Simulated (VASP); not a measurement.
# Au (P6_3/mmc) in VASP: further runs

The runs below take Au through vibrations by perturbation theory, with PBEsol.

Program: VASP 6.6.1. These are calculated values, not measurements. Logs are shortened: lines on timing, memory, paths and dates and some standing lists are left out, and cuts for length are marked.

### 1 The cell of the first run

The structure is hexagonal, space group P6_3/mmc (No. 194). Conventional cell: a = 2.863 Å, b = 2.863 Å, c = 4.799 Å, α = 90.00°, β = 90.00°, γ = 120.00°. Au (site symmetry -6m2) has 12 Au at 2.86 to 2.91 Å within 3.8 Å.

This isn't the form of Au at room conditions, which is fcc.

### 2 Vibrations by perturbation theory, PBEsol

INCAR

```
PREC     = Accurate       # precision mode
ENCUT    = 500            # plane-wave cutoff, eV
EDIFF    = 1E-8           # SCF threshold, eV
ISMEAR   = -1             # smearing method
SIGMA    = 0.15           # smearing width, eV
LREAL    = F              # projectors in reciprocal space
LASPH    = T              # aspherical terms in the spheres
NELM     = 120            # most SCF steps
ALGO     = Normal         # electronic algorithm
ISIF     = 2              # what is computed and relaxed
LWAVE    = F              # write WAVECAR
LCHARG   = T              # write CHGCAR
GGA      = PS             # functional
NBANDS   = 18             # bands
IBRION   = 8              # ionic algorithm
NSW      = 1              # ionic steps
GGA_COMPAT= F
```

KPOINTS

```
regular mesh
0
Gamma
  18 18 10
```

POSCAR

```
Au
1.0
    2.8632936654      0.0000000000      0.0000000000
   -1.4316468327      2.4796850528      0.0000000000
    0.0000000000      0.0000000000      4.7991117500
Au
2
Direct
    0.3333333333      0.6666666667      0.7500000000
    0.6666666667      0.3333333333      0.2500000000
```

Potentials or basis: VASP PAW PBE potentials, release 64 (Au).

The run is started by

```console
$ cat potpaw_PBE.64/Au/POTCAR > POTCAR
$ mpirun -np 1 vasp_std > vasp.out
```

OUTCAR:

```text
PREC = Accurate
   ENCUT = 500
   EDIFF = 1E-8
   ISMEAR = -1
   LREAL = F
   LASPH = T
   NELM = 120
   ISIF = 2
   GGA = PS
   IBRION = 8
   NSW = 1

 ion  position               nearest neighbor table
   1  0.333  0.667  0.750-   2 2.91   2 2.91   2 2.91   2 2.91   2 2.91   2 2.91
   2  0.667  0.333  0.250-   1 2.91   1 2.91   1 2.91   1 2.91   1 2.91   1 2.91

  LATTYP: Found a hexagonal cell.
 ALAT       =     2.8632936654
 C/A-ratio  =     1.6760808743

  Lattice vectors:

 A1 = (   2.8632936654,   0.0000000000,   0.0000000000)
 A2 = (  -1.4316468327,   2.4796850528,   0.0000000000)
 A3 = (   0.0000000000,   0.0000000000,   4.7991117500)

Analysis of symmetry for initial positions (statically):
=====================================================================
 Subroutine PRICEL returns:
 Original cell was already a primitive cell.

 Routine SETGRP: Setting up the symmetry group for a
 hexagonal supercell.

 Subroutine GETGRP returns: Found 24 space group operations
 (whereof 12 operations were pure point group operations)
 out of a pool of 24 trial point group operations.

The static configuration has the point symmetry D_3d.
 The point group associated with its full space group is D_6h.

Analysis of symmetry for dynamics (positions and initial velocities):
=====================================================================
 Subroutine PRICEL returns:
 Original cell was already a primitive cell.

 Routine SETGRP: Setting up the symmetry group for a
 hexagonal supercell.

 Subroutine GETGRP returns: Found 24 space group operations
 (whereof 12 operations were pure point group operations)
 out of a pool of 24 trial point group operations.

The dynamic configuration has the point symmetry D_3d.
 The point group associated with its full space group is D_6h.

 Subroutine INISYM returns: Found 24 space group operations
 (whereof 12 operations are pure point group operations),
 and found     1 'primitive' translations

----------------------------------------------------------------------------------------

                                     Primitive cell

  volume of cell :      34.0740

  direct lattice vectors                    reciprocal lattice vectors
     2.863293665  0.000000000  0.000000000     0.349248145  0.201638510  0.000000000
    -1.431646833  2.479685053  0.000000000     0.000000000  0.403277021  0.000000000
     0.000000000  0.000000000  4.799111750     0.000000000  0.000000000  0.208371893

  length of vectors
     2.863293665  2.863293665  4.799111750     0.403277021  0.403277021  0.208371893

  position of ions in fractional coordinates (direct lattice)
     0.333333333  0.666666667  0.750000000
     0.666666667  0.333333333  0.250000000

  ion indices of the primitive-cell ions
   primitive index   ion index
                 1           1
                 2           2

----------------------------------------------------------------------------------------

 KPOINTS: regular mesh

Automatic generation of k-mesh.
 Grid dimensions read from file:
 generate k-points for:   18   18   10

 Generating k-lattice:

  Cartesian coordinates                     Fractional coordinates (reciprocal lattice)
     0.019402675  0.011202139  0.000000000     0.055555556  0.000000000  0.000000000
     0.000000000  0.022404279  0.000000000     0.000000000  0.055555556  0.000000000
     0.000000000  0.000000000  0.020837189     0.000000000  0.000000000  0.100000000

  Length of vectors
[... 82 lines left out ...]
   AEXX    =    0.0000 exact exchange contribution
   IVDW    =     0    specifies the selected vdW correction
   LEPSILON=     F    determine dielectric tensor
   LRPA    =     F    only Hartree local field effects (RPA)
 non-spin polarized calculation
  energy-cutoff  :      500.00
  volume of cell :       34.07
 maximum number of plane-waves:       881
 NGX is ok and might be reduce to    24
   NGX = 11   NGY = 11   NGZ = 17

--------------------------------------- Ionic step        1  -------------------------------------------

 number of electron      22.0000004 magnetization

 Free energy of the ion-electron system (eV)
  ---------------------------------------------------
  ext. energy  EPLUGINS =         0.00000000
  ---------------------------------------------------
  free energy    TOTEN  =        -7.85478928 eV

  energy without entropy =       -7.80748519  energy(sigma->0) =       -7.83113723

 E-fermi :   9.2472     XC(G=0): -12.8865

 val. band max:        9.2427574439   @ k =   0.2778   0.2222   0.2000
 cond. band min:       9.2535923310   @ k =   0.1667   0.0556   0.2000
 fundamental gap:      0.0108348871
 Fermi energy:         9.2472470321

 k-point     1 :       0.0000    0.0000    0.0000
  band No.  band energies     occupation
      1      -0.6428      2.00000
      2       1.8593      2.00000
      3       4.4289      2.00000
      4       4.7019      2.00000
      5       4.7019      2.00000
      6       5.0192      2.00000
[... 481 lines left out ...]
      5       4.9131      2.00000
      6       4.9955      2.00000
[... 10 lines left out ...]
     17      21.4335      0.00000
     18      23.9094      0.00000

 [... further k-points ...]

------------------------ aborting loop because EDIFF is reached ----------------------------------------

  FORCE on cell =-STRESS in cart. coord.  units (eV):
  Direction    XX          YY          ZZ          XY          YZ          ZX
  --------------------------------------------------------------------------------------
  -------------------------------------------------------------------------------------
  Total       -0.0567955     -0.0567955     -0.0618582      0.0000000      0.0000000     -0.0000000
  in kB       -2.6705528     -2.6705528     -2.9086058      0.0000000      0.0000000     -0.0000000
  external PRESSURE =      -2.7499038 kB  Pullay stress =       0.0000000 kB

 VOLUME and BASIS-vectors are now :
 -----------------------------------------------------------------------------
  energy-cutoff  :      500.00
  volume of cell :       34.07
      direct lattice vectors                 reciprocal lattice vectors
     2.863293665  0.000000000  0.000000000     0.349248145  0.201638510  0.000000000
    -1.431646833  2.479685053  0.000000000     0.000000000  0.403277021  0.000000000
     0.000000000  0.000000000  4.799111750     0.000000000  0.000000000  0.208371893

 POSITION                                       TOTAL-FORCE (eV/Angst)
 -----------------------------------------------------------------------------------
     -0.00000      1.65312      3.59933        -0.000000      0.000000      0.000000
      1.43165      0.82656      1.19978         0.000000     -0.000000      0.000000
 -----------------------------------------------------------------------------------
    total drift:                               -0.000000      0.000000     -0.000000

  FREE ENERGIE OF THE ION-ELECTRON SYSTEM (eV)
  ---------------------------------------------------
  free  energy   TOTEN  =        -7.8547892780 eV

  energy  without entropy=       -7.8074851901  energy(sigma->0) =       -7.83113723

[... ionic steps 2 to 3 ...]

--------------------------------------- Ionic step        4  -------------------------------------------

------------------------ aborting loop because EDIFF is reached ----------------------------------------

[... ionic steps 5 to 5 ...]

--------------------------------------- Ionic step        6  -------------------------------------------

 Free energy of the ion-electron system (eV)
  ---------------------------------------------------
  ---------------------------------------------------
  free energy    TOTEN  =        -0.31370592 eV

  energy without entropy =       -0.31370592

------------------------ aborting loop because EDIFF is reached ----------------------------------------

 INTERNAL STRAIN TENSOR  FOR ION    1  DIRECTION 3   (eV/Angst):
 -----------------------------------------------------------------------------
     0.01180  0.00000  0.00000
    -0.00000  0.01180 -0.00000
     0.00000  0.00000 -0.01460

 INTERNAL STRAIN TENSOR FOR ION    2 for displacements in x,y,z  (eV/Angst):
          X           Y           Z          XY          YZ          ZX
  --------------------------------------------------------------------------------
  x    -0.00000    -0.00000     0.00000     0.52591     0.00000     0.00000
  y     0.52591    -0.52591     0.00000    -0.00000     0.00000     0.00000
  z    -0.00000     0.00000    -0.00000    -0.00000     0.00000     0.00000

 SECOND DERIVATIVES (NOT SYMMETRIZED)
 ------------------------------------
               1X          1Y          1Z          2X          2Y          2Z
  1X    -0.571980    0.000000    0.000000    0.571980    0.000000    0.000000
  1Y     0.000000   -0.571980    0.000000    0.000000    0.571980    0.000000
  1Z    -0.000000    0.000000   -7.669182    0.000000    0.000000    7.669182
  2X     0.571980    0.000000    0.000000   -0.571980    0.000000    0.000000
  2Y     0.000000    0.571980    0.000000    0.000000   -0.571980    0.000000
  2Z     0.000000    0.000000    7.669182   -0.000000    0.000000   -7.669182

 Eigenvectors and eigenvalues of the dynamical matrix
 ----------------------------------------------------

   1 f  =    4.362592 THz    27.410975 2PiTHz  145.520414 cm-1    18.042224 meV
             X         Y         Z           dx          dy          dz
     -0.000000  1.653123  3.599334     0.000000    0.000000    0.707107
      1.431647  0.826562  1.199778    -0.000000   -0.000000   -0.707107
[... 16 lines left out ...]
   5 f  =    0.000000 THz     0.000000 2PiTHz    0.000000 cm-1     0.000000 meV
             X         Y         Z           dx          dy          dz
     -0.000000  1.653123  3.599334    -0.707107    0.000000    0.000000
      1.431647  0.826562  1.199778    -0.707107   -0.000000    0.000000

   6 f/i=    0.000000 THz     0.000000 2PiTHz    0.000002 cm-1     0.000000 meV
             X         Y         Z           dx          dy          dz
     -0.000000  1.653123  3.599334     0.000000   -0.424580   -0.565448
      1.431647  0.826562  1.199778     0.000000   -0.424580   -0.565448

--------------------------------------------------------------------------------------------------------

 ELASTIC MODULI CONTR FROM IONIC RELAXATION (kBar)
 Direction    XX          YY          ZZ          XY          YZ          ZX
 --------------------------------------------------------------------------------
 XX         -22.7369     22.7369     -0.0000      0.0000      0.0000      0.0000
 YY          22.7369    -22.7369      0.0000     -0.0000     -0.0000      0.0000
 ZZ          -0.0000      0.0000     -0.0000      0.0000      0.0000      0.0000
 XY           0.0000     -0.0000      0.0000    -22.7369      0.0000      0.0000
 YZ           0.0000     -0.0000      0.0000      0.0000     -0.0000      0.0000
 ZX           0.0000      0.0000      0.0000      0.0000      0.0000      0.0000
 --------------------------------------------------------------------------------
```

It took 28 min on 1 thread of AMD EPYC 7R43 (Zen 3), shared host; peak memory 1 GiB.

Results:

```yaml
Highest_phonon_frequency_at_Γ: 146 cm⁻¹
```

Phonon frequencies in cm⁻¹ (negative: imaginary):
| q point | frequencies |
| --- | --- |
| (0.000, 0.000, 0.000) | 0 0 0 40 40 146 |

Caveat: the PAW data sets were made with another functional, which shifts forces and pressure a little; spin-orbit coupling is left out, which moves the levels of the heavy elements.

[end of part 1 of 2]
